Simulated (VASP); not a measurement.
# SnS2 (P-3m1) in VASP: notebook, part 2 of 2

VASP 6.6.1.

## (3) Single point, PBE

INCAR

```
  ALGO = Normal
  EDIFF = 1E-6
  ENCUT = 500
  GGA = PE
  GGA_COMPAT = F
  ISIF = 2
  ISMEAR = 0
  LASPH = T
  LCHARG = F
  LREAL = F
  LWAVE = F
  NBANDS = 20
  NELECT = 25.75
  NELM = 120
  PREC = Accurate
  SIGMA = 0.1
```

KPOINTS

```
k-points
0
Gamma
  6 6 4
```

POSCAR

```
SnS2
1.0
    3.6743056006      0.0000000000      0.0000000000
   -1.8371528003      3.1820419914      0.0000000000
    0.0000000000      0.0000000000      6.2288318400
Sn S
1 2
Direct
    0.0000000000      0.0000000000      0.0000000000
    0.3333333333      0.6666666667      0.2346534700
    0.6666666667      0.3333333333      0.7653465300
```

Potentials or basis: VASP PAW PBE potentials, release 64 (Sn_d, S).

Command:

```bash
> cat potpaw_PBE.64/Sn_d/POTCAR potpaw_PBE.64/S/POTCAR > POTCAR
> mpirun -np 1 vasp_std > vasp.out
```

OUTCAR:

```text
EDIFF = 1E-6
   ENCUT = 500
   GGA = PE
   ISIF = 2
   ISMEAR = 0
   LASPH = T
   LREAL = F
   NELECT = 25.75
   NELM = 120
   PREC = Accurate

 ion  position               nearest neighbor table
   1  0.000  0.000  0.000-   2 2.58   3 2.58   3 2.58   2 2.58   3 2.58   2 2.58
   2  0.333  0.667  0.235-   1 2.58   1 2.58   1 2.58
   3  0.667  0.333  0.765-   1 2.58   1 2.58   1 2.58

  LATTYP: Found a hexagonal cell.
 ALAT       =     3.6743056006
 C/A-ratio  =     1.6952405480

  Lattice vectors:

 A1 = (   3.6743056006,   0.0000000000,   0.0000000000)
 A2 = (  -1.8371528003,   3.1820419914,   0.0000000000)
 A3 = (   0.0000000000,   0.0000000000,   6.2288318400)

Analysis of symmetry for initial positions (statically):
=====================================================================
 Subroutine PRICEL returns:
 Original cell was already a primitive cell.

 Routine SETGRP: Setting up the symmetry group for a
 hexagonal supercell.

 Subroutine GETGRP returns: Found 12 space group operations
 (whereof 12 operations were pure point group operations)
 out of a pool of 24 trial point group operations.

The static configuration has the point symmetry D_3d.

Analysis of symmetry for dynamics (positions and initial velocities):
=====================================================================
 Subroutine PRICEL returns:
 Original cell was already a primitive cell.

 Routine SETGRP: Setting up the symmetry group for a
 hexagonal supercell.

 Subroutine GETGRP returns: Found 12 space group operations
 (whereof 12 operations were pure point group operations)
[... 113 lines left out ...]
   PSTRESS=    0.0 pullay stress
   NELECT =      25.7500    total number of electrons
   NUPDOWN=      -1.0000    fix difference up-down
   EMIN   =  10.00;   EMAX   =-10.00  energy-range for DOS
   EFERMI =   0.00;   METHOD = LEGACY
   ISMEAR =     0;   SIGMA  =   0.10  broadening in eV -4-tet -1-fermi 0-gaus
   EFERMI_NEDOS =   21; number of points for ismear=-14 and -15
   IALGO  =     38    algorithm
   IMIX   =      4    mixing-type and parameters
     AMIX     =   0.40;   BMIX     =  1.00
     AMIX_MAG =   1.60;   BMIX_MAG =  1.00
  volume/ion in A,a.u.               =      24.28       163.82
  Fermi-wavevector in a.u.,A,eV,Ry     =   1.157634  2.187611 18.233395  1.340117
  Thomas-Fermi vector in A             =   2.294244
   LORBIT       =      0    0 simple, 1 ext, 2 COOP (PROOUT), +10 PAW based schemes
   GGA     = PE    functional components
   LHFCALC =     F    Hartree Fock is set to
   AEXX    =    0.0000 exact exchange contribution
   IVDW    =     0    specifies the selected vdW correction
   LEPSILON=     F    determine dielectric tensor
   LRPA    =     F    only Hartree local field effects (RPA)
 non-spin polarized calculation
 Gauss-broadening in eV      SIGMA  =   0.10
  energy-cutoff  :      500.00
  volume of cell :       72.83
 maximum number of plane-waves:      1870
 NGX is ok and might be reduce to    28
   NGX = 13   NGY = 13   NGZ = 23

 number of electron      25.7500004 magnetization

 Free energy of the ion-electron system (eV)
  ---------------------------------------------------
  ext. energy  EPLUGINS =         0.00000000
  ---------------------------------------------------
  free energy    TOTEN  =       -14.12579636 eV

  energy without entropy =      -14.10877326  energy(sigma->0) =      -14.11728481

 E-fermi :   3.6278     XC(G=0):  -9.1330

 val. band max:        3.5937611677   @ k =   0.0000   0.0000   0.0000
 cond. band min:       3.6314162493   @ k =   0.1667   0.1667   0.0000
 fundamental gap:      0.0376550816
 Fermi energy:         3.6277783411

 k-point     1 :       0.0000    0.0000    0.0000
  band No.  band energies     occupation
      1     -17.0128      2.00000
      2     -17.0128      2.00000
      3     -16.9707      2.00000
      4     -16.9450      2.00000
      5     -16.9450      2.00000
      6      -9.8110      2.00000
[... 541 lines left out ...]
     19      13.2230      0.00000
     20      13.4061      0.00000

------------------------ aborting loop because EDIFF is reached ----------------------------------------

  FORCE on cell =-STRESS in cart. coord.  units (eV):
  Direction    XX          YY          ZZ          XY          YZ          ZX
  --------------------------------------------------------------------------------------
  -------------------------------------------------------------------------------------
  Total       -1.7242913     -1.7242913     -1.5709423      0.0000000     -0.0000000      0.0000000
  in kB      -37.9344189    -37.9344189    -34.5607390      0.0000000     -0.0000000      0.0000000
  external PRESSURE =     -36.8098589 kB  Pullay stress =       0.0000000 kB

 VOLUME and BASIS-vectors are now :
 -----------------------------------------------------------------------------
  energy-cutoff  :      500.00
  volume of cell :       72.83
      direct lattice vectors                 reciprocal lattice vectors
     3.674305601  0.000000000  0.000000000     0.272160269  0.157131804  0.000000000
    -1.837152800  3.182041991  0.000000000     0.000000000  0.314263609  0.000000000
     0.000000000  0.000000000  6.228831840     0.000000000  0.000000000  0.160543747

 POSITION                                       TOTAL-FORCE (eV/Angst)
 -----------------------------------------------------------------------------------
      0.00000      0.00000      0.00000        -0.000000      0.000000      0.000000
     -0.00000      2.12136      1.46162         0.000000      0.000000      0.342941
      1.83715      1.06068      4.76721        -0.000000     -0.000000     -0.342941
 -----------------------------------------------------------------------------------
    total drift:                                0.000000      0.000000     -0.000000

  FREE ENERGIE OF THE ION-ELECTRON SYSTEM (eV)
  ---------------------------------------------------
  free  energy   TOTEN  =       -14.1257963645 eV

  energy  without entropy=      -14.1087732595  energy(sigma->0) =      -14.11728481
```

OSZICAR:

```text
N       E                     dE             d eps       ncg     rms          rms(c)
DAV:   1     0.208108870054E+03    0.20811E+03   -0.11591E+04   988   0.140E+03
DAV:   2     0.963961661765E+01   -0.19847E+03   -0.19023E+03  1044   0.387E+02
DAV:   3    -0.136293920959E+02   -0.23269E+02   -0.22987E+02  1184   0.115E+02
DAV:   4    -0.144720398549E+02   -0.84265E+00   -0.83454E+00  1168   0.235E+01
DAV:   5    -0.144970793319E+02   -0.25039E-01   -0.25035E-01  1384   0.403E+00    0.838E+00
DAV:   6    -0.141481034357E+02    0.34898E+00   -0.71885E-01  1408   0.100E+01    0.591E+00
DAV:   7    -0.141280186142E+02    0.20085E-01   -0.27532E-01  1208   0.345E+00    0.163E+00
DAV:   8    -0.141254479681E+02    0.25706E-02   -0.31964E-02  1380   0.183E+00    0.578E-01
DAV:   9    -0.141257722998E+02   -0.32433E-03   -0.28922E-03  1112   0.405E-01    0.158E-01
DAV:  10    -0.141257557767E+02    0.16523E-04   -0.30533E-04  1304   0.119E-01    0.772E-02
DAV:  11    -0.141257929832E+02   -0.37207E-04   -0.46679E-05  1092   0.424E-02    0.112E-02
DAV:  12    -0.141257949140E+02   -0.19307E-05   -0.39196E-06  1224   0.147E-02    0.120E-02
DAV:  13    -0.141257963731E+02   -0.14591E-05   -0.26671E-06  1056   0.122E-02    0.270E-03
DAV:  14    -0.141257963645E+02    0.86234E-08   -0.11038E-07   664   0.230E-03
   1 F= -.14125796E+02 E0= -.14117285E+02  d E =-.170231E-01
```

Wall time 25 s (1 thread of Intel Xeon Platinum 8259CL at 2.50GHz (Skylake/Cascade Lake), shared host); peak memory 0.19 GiB.

Results:

- Free energy: -14.1258 eV
- Largest force: 0.343 eV/Å

Forces in eV/Å, atoms in the order of the input:
```
Sn   0.000  0.000  0.000
S    0.000  0.000  0.343
S    0.000  0.000 -0.343
```

Caveat: the cell carries a net charge on a neutralising background, which shifts energy and pressure; the cell is charged against a uniform background, so pressure and absolute levels hang on convention; spin-orbit coupling is left out, which moves the levels of the heavy elements; this functional lacks dispersion, which binds layers or chains, so the pressure and a relaxed spacing across them are unreliable.

## (4) Single point, LDA

INCAR

```
PREC = Accurate ; ENCUT = 500
EDIFF = 1E-6 ; ISMEAR = 0
SIGMA = 0.1 ; LREAL = F
LASPH = T ; NELM = 120
ALGO = Normal ; ISIF = 2
LWAVE = F ; LCHARG = T
GGA = CA ; LELF = T
LVHAR = T ; NBANDS = 20
GGA_COMPAT = F
```

KPOINTS

```
regular mesh
0
Gamma
  6 6 4
```

POSCAR is that of step 3.

Potentials or basis: VASP PAW LDA potentials, release 64 (Sn_d, S).

Command:

```bash
> cat potpaw_LDA.64/Sn_d/POTCAR potpaw_LDA.64/S/POTCAR > POTCAR
> mpirun -np 1 vasp_std > vasp.out
```

Wall time 21 s (1 thread of Intel Xeon Platinum 8259CL at 2.50GHz (Skylake/Cascade Lake), shared host); peak memory 0.17 GiB.

The run converged. Its results:

```
Free energy            : -15.0186 eV
Pressure               : -2.2 GPa
Largest force          : 0.069 eV/Å
Band gap on the k mesh : 1.44 eV (least direct gap 1.72 eV)
```

Forces in eV/Å, atoms in the order of the input:
```
Sn   0.000  0.000  0.000
S    0.000  0.000 -0.069
S    0.000  0.000  0.069
```

Stress tensor (GPa, compression positive):
```
-2.49  0.00  0.00
 0.00 -2.49  0.00
 0.00  0.00 -1.73
```

Levels at points of the mesh, in eV from the valence-band top:
```
           k point  band 11  band 12  band 13  band 14  band 15  band 16
(0.00, 0.00, 0.00)    -0.18    -0.18    -0.08     1.85     3.57     5.33
(0.50, 0.00, 0.00)    -2.34    -0.68    -0.19     1.59     4.46     6.12
(0.00, 0.00, 0.50)    -0.57    -0.11    -0.11     2.82     3.61     5.19
(0.50, 0.00, 0.50)    -1.75    -0.51    -0.38     1.44     4.68     5.65
```

Caveat: spin-orbit coupling is left out, which moves the levels of the heavy elements. A k mesh can miss the band edges.
